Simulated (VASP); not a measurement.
# TiC (Fm-3m) in VASP: further runs, part 2 of 2

VASP 6.6.1.

**3. Single point, PBEsol-based global hybrid**

This run uses another cell than the first one, of 9.78 Å³/atom, 0.943 times its volume.

The input, POSCAR:

```
TiC
1.0
    0.0000000000      2.1383741038      2.1383741038
    2.1383741038      0.0000000000      2.1383741038
    2.1383741038      2.1383741038      0.0000000000
Ti C
1 1
Direct
    0.0000000000      0.0000000000      0.0000000000
    0.5000000000      0.5000000000      0.5000000000
```

The input, INCAR.step1:

```
ALGO = Normal ; EDIFF = 1E-5
ENCUT = 520 ; GGA = PE
ISIF = 2 ; ISMEAR = -1
LASPH = True ; LCHARG = False
LREAL = False ; LWAVE = True
NBANDS = 15 ; NELM = 100
PREC = Accurate ; SIGMA = 0.05
```

The input, INCAR.step2:

```
AEXX = 0.25 ; ALGO = Normal
EDIFF = 1E-6 ; ENCUT = 520
GGA = PS ; ISIF = 2
ISMEAR = -1 ; ISTART = 1
LASPH = True ; LCHARG = False
LHFCALC = True ; LREAL = False
LWAVE = False ; NBANDS = 15
NELM = 100 ; PREC = Accurate
PRECFOCK = Normal ; SIGMA = 0.05
```

The input, KPOINTS:

```
k-points
0
Gamma
  6 6 6
```

Potentials or basis: VASP PAW PBE potentials, release 64 (Ti_sv, C).

On the command line:

```bash
cat potpaw_PBE.64/Ti_sv/POTCAR potpaw_PBE.64/C/POTCAR > POTCAR
cp INCAR.step1 INCAR
mpirun -np 1 vasp_std > vasp.out
cp INCAR.step2 INCAR
mpirun -np 1 vasp_std > vasp.out
```

OUTCAR:

```text
AEXX = 0.25
   EDIFF = 1E-6
   ENCUT = 520
   GGA = PS
   ISIF = 2
   ISMEAR = -1
   ISTART = 1
   LASPH = True
   LHFCALC = True
   LREAL = False
   NELM = 100
   PREC = Accurate
   PRECFOCK = Normal

 ion  position               nearest neighbor table
   1  0.000  0.000  0.000-   2 2.14   2 2.14   2 2.14   2 2.14   2 2.14   2 2.14
   2  0.500  0.500  0.500-   1 2.14   1 2.14   1 2.14   1 2.14   1 2.14   1 2.14

  LATTYP: Found a face centered cubic cell.
 ALAT       =     4.2767482076

  Lattice vectors:

 A1 = (   0.0000000000,   2.1383741038,   2.1383741038)
 A2 = (   2.1383741038,   0.0000000000,   2.1383741038)
 A3 = (   2.1383741038,   2.1383741038,   0.0000000000)

Analysis of symmetry for initial positions (statically):
=====================================================================
 Subroutine PRICEL returns:
 Original cell was already a primitive cell.

 Routine SETGRP: Setting up the symmetry group for a
 face centered cubic supercell.

 Subroutine GETGRP returns: Found 48 space group operations
[... 9 lines left out ...]

 Routine SETGRP: Setting up the symmetry group for a
 face centered cubic supercell.

 Subroutine GETGRP returns: Found 48 space group operations
[... 11 lines left out ...]
                                     Primitive cell

  volume of cell :      19.5560

  direct lattice vectors                    reciprocal lattice vectors
     0.000000000  2.138374104  2.138374104    -0.233822510  0.233822510  0.233822510
     2.138374104  0.000000000  2.138374104     0.233822510 -0.233822510  0.233822510
     2.138374104  2.138374104  0.000000000     0.233822510  0.233822510 -0.233822510

  length of vectors
     3.024117659  3.024117659  3.024117659     0.404992467  0.404992467  0.404992467

  position of ions in fractional coordinates (direct lattice)
[... 8 lines left out ...]
----------------------------------------------------------------------------------------

 KPOINTS: k-points

Automatic generation of k-mesh.
 Grid dimensions read from file:
 generate k-points for:    6    6    6

 Generating k-lattice:

  Cartesian coordinates                     Fractional coordinates (reciprocal lattice)
    -0.038970418  0.038970418  0.038970418     0.166666667  0.000000000  0.000000000
     0.038970418 -0.038970418  0.038970418     0.000000000  0.166666667  0.000000000
     0.038970418  0.038970418 -0.038970418     0.000000000  0.000000000  0.166666667

  Length of vectors
     0.067498745  0.067498745  0.067498745

  Shift w.r.t. Gamma in fractional coordinates (k-lattice)
     0.000000000  0.000000000  0.000000000

 Subroutine IBZKPT returns following result:
 ===========================================

 Found     16 irreducible k-points:

 Following reciprocal coordinates:
            Coordinates               Weight
  0.000000  0.000000  0.000000      1.000000
  0.166667  0.000000  0.000000      8.000000
  0.333333  0.000000  0.000000      8.000000
  0.500000  0.000000  0.000000      4.000000
  0.166667  0.166667  0.000000      6.000000
  0.333333  0.166667  0.000000     24.000000
[... 8 lines left out ...]
 -0.333333  0.333333  0.166667     24.000000
 -0.333333  0.500000  0.166667     12.000000
   k-points           NKPTS =     16   k-points in BZ     NKDIM =    216   number of bands    NBANDS=     15
   number of dos      NEDOS =    301   number of ions     NIONS =      2
   total plane-waves  NPLWV =  13824
   dimension x,y,z NGX =    24 NGY =   24 NGZ =   24
   dimension x,y,z NGXF=    48 NGYF=   48 NGZF=   48
   ions per type =               1   1
   NGX,Y,Z   is equivalent  to a cutoff of  13.19, 13.19, 13.19 a.u.
   NGXF,Y,Z  is equivalent  to a cutoff of  26.39, 26.39, 26.39 a.u.
 SYSTEM =  unknown system
   PREC   = accura    normal or accurate (medium, high low for compatibility)
   ISTART =      1    job   : 0-new  1-cont  2-samecut
   ICHARG =      0    charge: 1-file 2-atom 10-const
   ISPIN  =      1    spin polarized calculation?
   LNONCOLLINEAR =      F non collinear calculations
   LSORBIT =      F    spin-orbit coupling
   LASPH  =      T    aspherical Exc in radial PAW
   ENCUT  =  520.0 eV  38.22 Ry    6.18 a.u.   5.62  5.62  5.62*2*pi/ulx,y,z
   NELM   =    100;   NELMIN=  2; NELMDL=  0     # of ELM steps
   EDIFF  = 0.1E-05   stopping-criterion for ELM
   LREAL  =      F    real-space projection
   EDIFFG = 0.1E-04   stopping-criterion for IOM
   NSW    =      0    number of steps for IOM
   IBRION =     -1    ionic relax: 0-MD 1-quasi-New 2-CG
   NFREE  =      0    steps in history (QN), initial steepest desc. (CG)
   ISIF   =      2    stress and relaxation
   ISYM   =      3    0-nonsym 1-usesym 2-fastsym
   POTIM  = 0.5000    time-step for ionic-motion
   TEBEG  =    0.0;   TEEND  =   0.0 temperature during run
   PSTRESS=    0.0 pullay stress
   NELECT =      16.0000    total number of electrons
   NUPDOWN=      -1.0000    fix difference up-down
   EMIN   =  10.00;   EMAX   =-10.00  energy-range for DOS
   EFERMI =   0.00;   METHOD = LEGACY
   ISMEAR =    -1;   SIGMA  =   0.05  broadening in eV -4-tet -1-fermi 0-gaus
   EFERMI_NEDOS =   21; number of points for ismear=-14 and -15
   IALGO  =     38    algorithm
   IMIX   =      1    mixing-type and parameters
     AMIX     =   0.40;   BMIX     =  1.00
     AMIX_MAG =   1.60;   BMIX_MAG =  1.00
  volume/ion in A,a.u.               =       9.78        65.99
  Fermi-wavevector in a.u.,A,eV,Ry     =   1.531162  2.893477 31.898275  2.344457
  Thomas-Fermi vector in A             =   2.638545
   LORBIT       =      0    0 simple, 1 ext, 2 COOP (PROOUT), +10 PAW based schemes
   GGA     = PS    functional components
   LHFCALC =     T    Hartree Fock is set to
   PRECFOCK=normal    Normal, Fast or Accurate (Low or Medium for compatibility)
   ENCUT4O =  -1.0   cutoff for four orbital integrals eV
   NKREDX  =     1    reduce k-point grid by
   NKREDY  =     1    reduce k-point grid by
   NKREDZ  =     1    reduce k-point grid by
   AEXX    =    0.2500 exact exchange contribution
   HFSCREEN=    0.0000 screening length (either q_TF or 0.3 A-1)
   HFSCREENC=   0.0000 screening length for correlation (either q_TF or 0.3 A-1)
   ENCUTFOCK=  -1.0 apply spherical cutoff to Coloumb kernel
   IVDW    =     0    specifies the selected vdW correction
   LEPSILON=     F    determine dielectric tensor
   LRPA    =     F    only Hartree local field effects (RPA)
 non-spin polarized calculation
  energy-cutoff  :      520.00
  volume of cell :       19.56
 maximum number of plane-waves:       544
 NGX is ok and might be reduce to    24
  NGX = 18; NGY = 18; NGZ = 18

 number of electron      16.0000004 magnetization

 Free energy of the ion-electron system (eV)
  ---------------------------------------------------
  ext. energy  EPLUGINS =         0.00000000
  ---------------------------------------------------
  free energy    TOTEN  =       -24.36955935 eV

  energy without entropy =      -24.36946673  energy(sigma->0) =      -24.36951304

 E-fermi :   9.5041     XC(G=0): -10.2526

 val. band max:        9.1640392222   @ k =   0.1667   0.1667   0.0000
 cond. band min:       9.8091473874   @ k =   0.5000   0.5000   0.0000
 fundamental gap:      0.6451081652
 Fermi energy:         9.5040554154

 k-point     1 :       0.0000    0.0000    0.0000
  band No.  band energies     occupation
      1     -51.8120      2.00000
      2     -26.2322      2.00000
      3     -26.2322      2.00000
      4     -26.2322      2.00000
      5      -5.1436      2.00000
      6      11.3264      0.00000
      7      11.3264      0.00000
      8      11.3264      0.00000
      9      11.9147      0.00000
     10      11.9147      0.00000
     11      11.9147      0.00000
     12      12.1927      0.00000
     13      12.1927      0.00000
     14      22.2268      0.00000
     15      25.0190      0.00000
[... 253 lines left out ...]
 k-point    16 :      -0.3333    0.5000    0.1667
  band No.  band energies     occupation
      1     -51.6859      2.00000
      2     -26.7088      2.00000
      3     -26.5332      2.00000
      4     -26.4499      2.00000
      5      -2.0117      2.00000
      6       5.1157      2.00000
      7       5.9735      2.00000
      8       6.5953      2.00000
      9      12.5320      0.00000
     10      14.6647      0.00000
     11      14.9473      0.00000
     12      15.6270      0.00000
     13      16.9732      0.00000
     14      25.4956      0.00000
     15      25.9134      0.00000

------------------------ aborting loop because EDIFF is reached ----------------------------------------

  FORCE on cell =-STRESS in cart. coord.  units (eV):
  Direction    XX          YY          ZZ          XY          YZ          ZX
  --------------------------------------------------------------------------------------
  -------------------------------------------------------------------------------------
  Total       -0.0188811     -0.0188811     -0.0188811      0.0000000      0.0000000     -0.0000000
  in kB       -1.5468768     -1.5468768     -1.5468768      0.0000000      0.0000000     -0.0000000
  external PRESSURE =      -1.5468768 kB  Pullay stress =       0.0000000 kB

 VOLUME and BASIS-vectors are now :
 -----------------------------------------------------------------------------
  energy-cutoff  :      520.00
  volume of cell :       19.56
      direct lattice vectors                 reciprocal lattice vectors
     0.000000000  2.138374104  2.138374104    -0.233822510  0.233822510  0.233822510
     2.138374104  0.000000000  2.138374104     0.233822510 -0.233822510  0.233822510
     2.138374104  2.138374104  0.000000000     0.233822510  0.233822510 -0.233822510

 POSITION                                       TOTAL-FORCE (eV/Angst)
 -----------------------------------------------------------------------------------
      0.00000      0.00000      0.00000         0.000000      0.000000     -0.000000
      2.13837      2.13837      2.13837         0.000000      0.000000      0.000000
 -----------------------------------------------------------------------------------
    total drift:                                0.000000      0.000000      0.000000

  FREE ENERGIE OF THE ION-ELECTRON SYSTEM (eV)
  ---------------------------------------------------
  free  energy   TOTEN  =       -24.3695593492 eV

  energy  without entropy=      -24.3694667298  energy(sigma->0) =      -24.36951304
```

OUTCAR.step1:

```text
EDIFF = 1E-5
   ENCUT = 520
   GGA = PE
   ISIF = 2
   ISMEAR = -1
[... 498 lines left out ...]
 -----------------------------------------------------------------------------------
      0.00000      0.00000      0.00000         0.000000     -0.000000     -0.000000
      2.13837      2.13837      2.13837         0.000000      0.000000      0.000000
 -----------------------------------------------------------------------------------
    total drift:                                0.000000     -0.000000     -0.000000

  FREE ENERGIE OF THE ION-ELECTRON SYSTEM (eV)
  ---------------------------------------------------
  free  energy   TOTEN  =       -18.6722462422 eV

  energy  without entropy=      -18.6679412749  energy(sigma->0) =      -18.67009376
```

Wall time 24 min (1 thread of AMD EPYC 7R13 (Zen 3), shared host); peak memory 0.12 GiB.

What came out:

```
Free energy            : -24.3696 eV
Pressure               : -0.2 GPa
Band gap on the k mesh : zero (band 8 reaches 11.33 eV, above the bottom of band 9 at 8.89 eV)
```

Levels at points of the mesh, in eV from the Fermi level:
```csv
k point,band 6,band 7,band 8,band 9,band 10,band 11
"(0.00, 0.00, 0.00)",1.82,1.82,1.82,2.41,2.41,2.41
"(0.50, 0.00, 0.00)",-7.30,-3.86,-3.86,4.72,4.72,6.08
"(0.50, 0.50, 0.00)",-4.51,-1.82,0.31,0.31,3.97,5.43
```

Caveat: the k points lie up to 0.42 Å⁻¹ apart; the PAW data sets were made with another functional, which shifts forces and pressure a little.
